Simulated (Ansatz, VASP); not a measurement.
## Ga3IrRu: VASP beside Ansatz

```
Ga Ru Ir
1.0
     4.63001    0.00000    0.00000
     0.00000    4.63001    0.00000
     0.00000    0.00000    4.63001
Ga Ru Ir
3 1 1
Cartesian
  2.3150 0.0000 2.3150
  0.0000 2.3150 2.3150
  2.3150 2.3150 0.0000
  2.3150 2.3150 2.3150
  0.0000 0.0000 0.0000
```

Change from the starting cell: species swapped into the ZnFe3C type (Pm-3m, No. 221).

Alike in both runs: functional PBE; k mesh 8 × 8 × 8; occupations gaussian, width 0.1 eV; collinear spin.

Ansatz relaxed the structure, and its values are those at the end. VASP's run is a single point on that final structure, the one shown.

|  | VASP | Ansatz |
| --- | --- | --- |
| version | VASP 6.6.1 | Ansatz 0.2.0 |
| potentials or method | VASP PAW PBE potentials, release 64 (Ga_d, Ru_pv, Ir), cutoff 520 eV | scalar-relativistic, plane waves, PAW |
| valence electrons in the cell | 62 | 72 |

|  | VASP | Ansatz | Ansatz less VASP |
| --- | --- | --- | --- |
| gap on the k mesh at the Fermi level (eV) | none | none | - |
| pressure (GPa) | 0.3 | 0.0 | -0.28 |
| net moment per atom (μB) | 0.03 | 0.05 | +0.022 |
| size of the moment on the site where the two differ most (μB) | 0.13 | 0.22 | +0.090 |

Site moments also hang on the region over which each program counts them. A gap of «none» marks a metal or a gap that the smearing closes. VASP's potentials hold 62 valence electrons a cell and Ansatz's 72, so a difference there can come from the potentials and not from the codes.

Neither program's run includes spin-orbit coupling.
